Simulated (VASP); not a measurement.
# PbS (I4/mmm) in VASP: a series of runs

PbS is run at these levels: PBE, r2SCAN; tasks: single point.

All numbers are computed with VASP 6.6.1; they aren't measurements. Logs are shortened: lines on timing, memory, paths and dates and some standing lists are left out, and cuts for length are marked.

## Step 1: The cell of the first run

It takes space group I4/mmm (No. 139, tetragonal). The conventional cell has a = 4.436 Å, b = 4.436 Å, c = 5.902 Å, α = 90.00°, β = 90.00°, γ = 90.00°. Pb (site symmetry 4/mmm) has 6 S at 2.95 to 3.14 Å within 3.9 Å. Within 3.9 Å of S (site symmetry 4/mmm) lie 6 Pb at 2.95 to 3.14 Å.

## Step 2: Single point, PBE (epitaxial xy strain +5.0%)

The input, INCAR:

```
SYSTEM = PbS
PREC     = Accurate       ! precision mode
ENCUT    = 520            ! plane-wave cutoff, eV
EDIFF    = 1E-6           ! SCF threshold, eV
ISMEAR   = -1             ! smearing method
SIGMA    = 0.02           ! smearing width, eV
LREAL    = .FALSE.        ! projectors in reciprocal space
LASPH    = .TRUE.         ! aspherical terms in the spheres
NELM     = 80             ! most SCF steps
ALGO     = Normal         ! electronic algorithm
ISIF     = 2              ! what is computed and relaxed
LWAVE    = .FALSE.        ! write WAVECAR
LCHARG   = .TRUE.         ! write CHGCAR
GGA      = PE             ! functional
LELF     = .TRUE.         ! ELF
LVHAR    = .TRUE.       
NBANDS   = 17             ! bands
```

The input, KPOINTS:

```
regular mesh
0
G
  8 8 8
  0 0 0
```

The input, POSCAR:

```
PbS
1.0
    0.0000000000      3.1365943053      2.9507774926
    3.1365943053      0.0000000000      2.9507774926
    3.1365943053      3.1365943053      0.0000000000
Pb S
1 1
Direct
    0.0000000000      0.0000000000      0.0000000000
    0.5000000000      0.5000000000      0.5000000000
```

Potentials or basis: VASP PAW PBE potentials, release 64 (Pb_d, S).

Launch:

```
$ cat potpaw_PBE.64/Pb_d/POTCAR potpaw_PBE.64/S/POTCAR > POTCAR
$ mpirun -np 1 vasp_std > vasp.out
```

OUTCAR:

```text
SYSTEM = PbS
   PREC = Accurate
   ENCUT = 520
   EDIFF = 1E-6
   ISMEAR = -1
   LREAL = .FALSE.
   LASPH = .TRUE.
   NELM = 80
   ISIF = 2
   GGA = PE

 ion  position               nearest neighbor table
   1  0.000  0.000  0.000-   2 2.95   2 2.95   2 3.14   2 3.14   2 3.14   2 3.14
   2  0.500  0.500  0.500-   1 2.95   1 2.95   1 3.14   1 3.14   1 3.14   1 3.14

  LATTYP: Found a body centered tetragonal cell.
 ALAT       =     4.4358142062
 C/A-ratio  =     1.3304333119

  Lattice vectors:

 A1 = (   0.0000000000,  -3.1365943053,  -2.9507774926)
 A2 = (   0.0000000000,   3.1365943053,  -2.9507774926)
 A3 = (   3.1365943053,   0.0000000000,   2.9507774926)

Analysis of symmetry for initial positions (statically):
=====================================================================
 Subroutine PRICEL returns:
 Original cell was already a primitive cell.

 Routine SETGRP: Setting up the symmetry group for a
 body centered tetragonal supercell.

 Subroutine GETGRP returns: Found 16 space group operations
 (whereof 16 operations were pure point group operations)
 out of a pool of 16 trial point group operations.

The static configuration has the point symmetry D_4h.

Analysis of symmetry for dynamics (positions and initial velocities):
=====================================================================
 Subroutine PRICEL returns:
 Original cell was already a primitive cell.

 Routine SETGRP: Setting up the symmetry group for a
 body centered tetragonal supercell.

 Subroutine GETGRP returns: Found 16 space group operations
 (whereof 16 operations were pure point group operations)
 out of a pool of 16 trial point group operations.

The dynamic configuration has the point symmetry D_4h.

 Subroutine INISYM returns: Found 16 space group operations
 (whereof 16 operations are pure point group operations),
 and found     1 'primitive' translations

----------------------------------------------------------------------------------------

                                     Primitive cell

  volume of cell :      58.0608

  direct lattice vectors                    reciprocal lattice vectors
     0.000000000  3.136594305  2.950777493    -0.159408566  0.159408566  0.169446867
     3.136594305  0.000000000  2.950777493     0.159408566 -0.159408566  0.169446867
     3.136594305  3.136594305  0.000000000     0.159408566  0.159408566 -0.169446867

  length of vectors
     4.306426784  4.306426784  4.435814206     0.282018479  0.282018479  0.282018479

  position of ions in fractional coordinates (direct lattice)
     0.000000000  0.000000000  0.000000000
     0.500000000  0.500000000  0.500000000

  ion indices of the primitive-cell ions
   primitive index   ion index
                 1           1
                 2           2

----------------------------------------------------------------------------------------

 KPOINTS: regular mesh

Automatic generation of k-mesh.
 Grid dimensions read from file:
 generate k-points for:    8    8    8

 Generating k-lattice:

  Cartesian coordinates                     Fractional coordinates (reciprocal lattice)
    -0.019926071  0.019926071  0.021180858     0.125000000 -0.000000000  0.000000000
     0.019926071 -0.019926071  0.021180858    -0.000000000  0.125000000  0.000000000
     0.019926071  0.019926071 -0.021180858     0.000000000  0.000000000  0.125000000

  Length of vectors
     0.035252310  0.035252310  0.035252310

  Shift w.r.t. Gamma in fractional coordinates (k-lattice)
     0.000000000  0.000000000  0.000000000

 Subroutine IBZKPT returns following result:
 ===========================================

 Found     59 irreducible k-points:

 Following reciprocal coordinates:
            Coordinates               Weight
  0.000000  0.000000  0.000000      1.000000
  0.125000  0.000000  0.000000      8.000000
  0.250000  0.000000  0.000000      8.000000
  0.375000  0.000000  0.000000      8.000000
  0.500000  0.000000  0.000000      4.000000
  0.125000  0.125000  0.000000      2.000000
[... 16 lines left out ...]
  0.250000  0.000000  0.125000     16.000000
  0.375000  0.000000  0.125000     16.000000
 [... further k-points ...]
   k-points           NKPTS =     59   k-points in BZ     NKDIM =     59   number of bands    NBANDS=     17
   number of dos      NEDOS =    301   number of ions     NIONS =      2
   total plane-waves  NPLWV =  36864
   dimension x,y,z NGX =    32 NGY =   32 NGZ =   36
   dimension x,y,z NGXF=    64 NGYF=   64 NGZF=   72
   ions per type =               1   1
   NGX,Y,Z   is equivalent  to a cutoff of  12.35, 12.35, 13.49 a.u.
   NGXF,Y,Z  is equivalent  to a cutoff of  24.71, 24.71, 26.98 a.u.
 SYSTEM =  PbS
   PREC   = accura    normal or accurate (medium, high low for compatibility)
   ISTART =      0    job   : 0-new  1-cont  2-samecut
   ICHARG =      2    charge: 1-file 2-atom 10-const
   ISPIN  =      1    spin polarized calculation?
   LNONCOLLINEAR =      F non collinear calculations
   LSORBIT =      F    spin-orbit coupling
   LASPH  =      T    aspherical Exc in radial PAW
   ENCUT  =  520.0 eV  38.22 Ry    6.18 a.u.   8.01  8.01  8.25*2*pi/ulx,y,z
   NELM   =     80;   NELMIN=  2; NELMDL= -5     # of ELM steps
   EDIFF  = 0.1E-05   stopping-criterion for ELM
   LREAL  =      F    real-space projection
   EDIFFG = 0.1E-04   stopping-criterion for IOM
   NSW    =      0    number of steps for IOM
   IBRION =     -1    ionic relax: 0-MD 1-quasi-New 2-CG
   NFREE  =      0    steps in history (QN), initial steepest desc. (CG)
   ISIF   =      2    stress and relaxation
   ISYM   =      2    0-nonsym 1-usesym 2-fastsym
   POTIM  = 0.5000    time-step for ionic-motion
   TEBEG  =    0.0;   TEEND  =   0.0 temperature during run
   PSTRESS=    0.0 pullay stress
   NELECT =      20.0000    total number of electrons
   NUPDOWN=      -1.0000    fix difference up-down
   EMIN   =  10.00;   EMAX   =-10.00  energy-range for DOS
   EFERMI =   0.00;   METHOD = LEGACY
   ISMEAR =    -1;   SIGMA  =   0.02  broadening in eV -4-tet -1-fermi 0-gaus
   EFERMI_NEDOS =   21; number of points for ismear=-14 and -15
   IALGO  =     38    algorithm
   IMIX   =      4    mixing-type and parameters
     AMIX     =   0.40;   BMIX     =  1.00
     AMIX_MAG =   1.60;   BMIX_MAG =  1.00
  volume/ion in A,a.u.               =      29.03       195.91
  Fermi-wavevector in a.u.,A,eV,Ry     =   1.147600  2.168649 17.918671  1.316985
  Thomas-Fermi vector in A             =   2.284279
   LORBIT       =      0    0 simple, 1 ext, 2 COOP (PROOUT), +10 PAW based schemes
   GGA     = PE    functional components
[... 5 lines left out ...]
 non-spin polarized calculation
  energy-cutoff  :      520.00
  volume of cell :       58.06
 maximum number of plane-waves:      1586
   NGX = 15   NGY = 15   NGZ = 17

 number of electron      19.9999998 magnetization

 Free energy of the ion-electron system (eV)
  ---------------------------------------------------
  ext. energy  EPLUGINS =         0.00000000
  ---------------------------------------------------
  free energy    TOTEN  =        -8.69329460 eV

  energy without entropy =       -8.69329460  energy(sigma->0) =       -8.69329460

 E-fermi :   4.7833     XC(G=0):  -9.1829

 val. band max:        4.4763909073   @ k =   0.5000   0.0000   0.0000
 cond. band min:       5.0900172021   @ k =   0.5000   0.0000   0.0000
 fundamental gap:      0.6136262948
 Fermi energy:         4.7832718280

 k-point     1 :       0.0000    0.0000    0.0000
  band No.  band energies     occupation
      1     -12.2114      2.00000
      2     -12.2006      2.00000
      3     -12.1856      2.00000
      4     -12.1856      2.00000
      5     -12.1582      2.00000
      6      -8.2201      2.00000
[... 9 lines left out ...]
     16      11.7292      0.00000
     17      12.6272      0.00000

 k-point     2 :       0.1250    0.0000    0.0000
  band No.  band energies     occupation
      1     -12.2102      2.00000
      2     -12.2015      2.00000
      3     -12.1836      2.00000
      4     -12.1818      2.00000
      5     -12.1599      2.00000
      6      -8.1092      2.00000
[... 9 lines left out ...]
     16      11.9098      0.00000
     17      13.6112      0.00000

 k-point     3 :       0.2500    0.0000    0.0000
  band No.  band energies     occupation
      1     -12.2082      2.00000
      2     -12.2059      2.00000
      3     -12.1801      2.00000
      4     -12.1704      2.00000
      5     -12.1620      2.00000
      6      -7.8050      2.00000
[... 9 lines left out ...]
     16      12.6453      0.00000
     17      15.3824      0.00000

 k-point     4 :       0.3750    0.0000    0.0000
  band No.  band energies     occupation
      1     -12.2110      2.00000
      2     -12.2074      2.00000
      3     -12.1801      2.00000
      4     -12.1596      2.00000
      5     -12.1582      2.00000
      6      -7.4225      2.00000
[... 9 lines left out ...]
     16      13.8773      0.00000
     17      15.7808      0.00000

 k-point     5 :       0.5000    0.0000    0.0000
  band No.  band energies     occupation
      1     -12.2132      2.00000
      2     -12.2074      2.00000
      3     -12.1809      2.00000
      4     -12.1574      2.00000
      5     -12.1530      2.00000
      6      -7.2249      2.00000
[... 9 lines left out ...]
     16      14.9537      0.00000
     17      14.9837      0.00000

 k-point     6 :       0.1250    0.1250    0.0000
  band No.  band energies     occupation
      1     -12.2141      2.00000
      2     -12.1974      2.00000
      3     -12.1794      2.00000
      4     -12.1794      2.00000
      5     -12.1626      2.00000
      6      -8.0550      2.00000
[... 9 lines left out ...]
     16      12.4526      0.00000
     17      12.8848      0.00000
[... 281 lines left out ...]
 k-point    21 :       0.5000    0.5000    0.0000
  band No.  band energies     occupation
      1     -12.2576      2.00000
      2     -12.2303      2.00000
      3     -12.1787      2.00000
      4     -12.1410      2.00000
      5     -12.1410      2.00000
      6      -6.7856      2.00000
[... 9 lines left out ...]
     16      15.9518      0.00000
     17      16.6432      0.00000

 k-point    22 :       0.1250    0.0000    0.1250
  band No.  band energies     occupation
      1     -12.2073      2.00000
      2     -12.2043      2.00000
      3     -12.1877      2.00000
      4     -12.1790      2.00000
      5     -12.1601      2.00000
      6      -8.0797      2.00000
[... 9 lines left out ...]
     16      12.5738      0.00000
     17      13.1258      0.00000

 k-point    23 :       0.2500    0.0000    0.1250
  band No.  band energies     occupation
      1     -12.2102      2.00000
      2     -12.2037      2.00000
      3     -12.1864      2.00000
      4     -12.1721      2.00000
      5     -12.1608      2.00000
      6      -7.8466      2.00000
[... 9 lines left out ...]
     16      13.2222      0.00000
     17      14.2764      0.00000

 k-point    24 :       0.3750    0.0000    0.1250
  band No.  band energies     occupation
      1     -12.2157      2.00000
      2     -12.2026      2.00000
      3     -12.1806      2.00000
      4     -12.1693      2.00000
      5     -12.1562      2.00000
      6      -7.4884      2.00000
[... 9 lines left out ...]
     16      14.2400      0.00000
     17      15.5921      0.00000

 [... further k-points ...]
[... 5 lines left out ...]
  --------------------------------------------------------------------------------------
  -------------------------------------------------------------------------------------
  Total       -1.6191571     -1.6191571      0.2949718      0.0000000      0.0000000     -0.0000000
  in kB      -44.6803343    -44.6803343      8.1396898      0.0000000      0.0000000     -0.0000000
  external PRESSURE =     -27.0736596 kB  Pullay stress =       0.0000000 kB

 VOLUME and BASIS-vectors are now :
 -----------------------------------------------------------------------------
  energy-cutoff  :      520.00
  volume of cell :       58.06
      direct lattice vectors                 reciprocal lattice vectors
     0.000000000  3.136594305  2.950777493    -0.159408566  0.159408566  0.169446867
     3.136594305  0.000000000  2.950777493     0.159408566 -0.159408566  0.169446867
     3.136594305  3.136594305  0.000000000     0.159408566  0.159408566 -0.169446867

 POSITION                                       TOTAL-FORCE (eV/Angst)
 -----------------------------------------------------------------------------------
      0.00000      0.00000      0.00000         0.000000      0.000000      0.000000
      3.13659      3.13659      2.95078         0.000000      0.000000      0.000000
 -----------------------------------------------------------------------------------
    total drift:                                0.000000     -0.000000     -0.000000

  FREE ENERGIE OF THE ION-ELECTRON SYSTEM (eV)
  ---------------------------------------------------
  free  energy   TOTEN  =        -8.6932946017 eV

  energy  without entropy=       -8.6932945995  energy(sigma->0) =       -8.69329460
```

Wall time 39 s (1 thread of Intel Xeon Platinum 8259CL at 2.50GHz (Skylake/Cascade Lake), shared host); peak memory 0.21 GiB.

Results:

- Free energy: -8.6933 eV
- Pressure: -2.7 GPa
- Band gap on the k mesh: 0.61 eV, direct

Levels at points of the mesh, in eV from the valence-band top:
```tsv
k point	band 6	band 7	band 8	band 9	band 10	band 11	band 12	band 13	band 14	band 15
(0.00, 0.00, 0.00)	-12.70	-6.18	-1.99	-1.50	-1.50	4.52	4.52	5.80	6.90	6.90
(0.50, 0.00, 0.00)	-11.70	-8.30	-1.38	-1.31	0.00	0.61	2.01	2.38	8.52	10.01
(0.50, 0.50, 0.00)	-11.26	-7.18	-4.40	-2.84	-2.84	4.17	5.09	5.09	5.71	11.07
(0.50, 0.00, 0.50)	-11.51	-6.96	-4.28	-3.03	-2.44	4.41	4.83	5.01	6.04	10.63
```

Caveat: the cell differs from its parent crystal (epitaxial xy strain +5.0%); spin-orbit coupling is left out, which moves the levels of the heavy elements. A k mesh can miss the band edges.

## Step 3: Single point, r2SCAN (epitaxial xy strain +5.0%)

POSCAR is that of step 2.

The input, INCAR.step1:

```
SYSTEM = PbS
PREC     = Accurate       ! precision mode
ENCUT    = 520            ! plane-wave cutoff, eV
ISMEAR   = 0              ! smearing method
SIGMA    = 0.01           ! smearing width, eV
LREAL    = .FALSE.        ! projectors in reciprocal space
LASPH    = .TRUE.         ! aspherical terms in the spheres
NELM     = 100            ! most SCF steps
NBANDS   = 17             ! bands
GGA      = PE             ! functional
ALGO     = Normal         ! electronic algorithm
EDIFF    = 1E-4           ! SCF threshold, eV
LWAVE    = .TRUE.         ! write WAVECAR
LCHARG   = .FALSE.        ! write CHGCAR
```

The input, INCAR.step2:

```
SYSTEM = PbS
PREC     = Accurate       ! precision mode
ENCUT    = 520            ! plane-wave cutoff, eV
EDIFF    = 1E-6           ! SCF threshold, eV
ISMEAR   = 0              ! smearing method
SIGMA    = 0.01           ! smearing width, eV
LREAL    = .FALSE.        ! projectors in reciprocal space
LASPH    = .TRUE.         ! aspherical terms in the spheres
NELM     = 100            ! most SCF steps
ALGO     = Normal         ! electronic algorithm
ISIF     = 2              ! what is computed and relaxed
LWAVE    = .FALSE.        ! write WAVECAR
LCHARG   = .TRUE.         ! write CHGCAR
METAGGA  = R2SCAN         ! meta-GGA
LMIXTAU  = .TRUE.       
LELF     = .TRUE.         ! ELF
LVHAR    = .TRUE.       
NBANDS   = 17             ! bands
ISTART   = 1
```

The input, KPOINTS:

```
Automatic mesh
0
G
  8 8 8
  0 0 0
```

Potentials or basis: VASP PAW PBE potentials, release 64 (Pb_d, S).

Launch:

```
$ cat potpaw_PBE.64/Pb_d/POTCAR potpaw_PBE.64/S/POTCAR > POTCAR
$ cp INCAR.step1 INCAR
$ mpirun -np 1 vasp_std > vasp.out
$ cp INCAR.step2 INCAR
$ mpirun -np 1 vasp_std > vasp.out
```

Run time: 3 min. Hardware: 1 thread of Intel Xeon Platinum 8259CL at 2.50GHz (Skylake/Cascade Lake), shared host; peak memory 0.23 GiB.

It converged, with:

```yaml
Free_energy: -65.5095 eV
Pressure: -3.7 GPa
Band_gap_on_the_k_mesh: 0.88 eV, direct
```

Stress tensor (GPa, compression positive):
```
-5.47  0.00  0.00
 0.00 -5.47  0.00
 0.00  0.00 -0.04
```

Levels at points of the mesh, in eV from the valence-band top:
| k point | band 7 | band 8 | band 9 | band 10 | band 11 | band 12 | band 13 | band 14 |
| --- | --- | --- | --- | --- | --- | --- | --- | --- |
| (0.00, 0.00, 0.00) | -6.25 | -2.13 | -1.62 | -1.62 | 4.84 | 4.84 | 6.19 | 7.32 |
| (0.50, 0.00, 0.00) | -8.52 | -1.50 | -1.43 | 0.00 | 0.88 | 2.26 | 2.63 | 9.00 |
| (0.50, 0.50, 0.00) | -7.34 | -4.56 | -2.97 | -2.97 | 4.45 | 5.48 | 5.48 | 6.15 |
| (0.50, 0.00, 0.50) | -7.10 | -4.42 | -3.18 | -2.57 | 4.71 | 5.19 | 5.41 | 6.48 |

Caveat: the cell differs from its parent crystal (epitaxial xy strain +5.0%); the PAW data sets were made with another functional, which shifts forces and pressure a little; spin-orbit coupling is left out, which moves the levels of the heavy elements. A k mesh can miss the band edges.
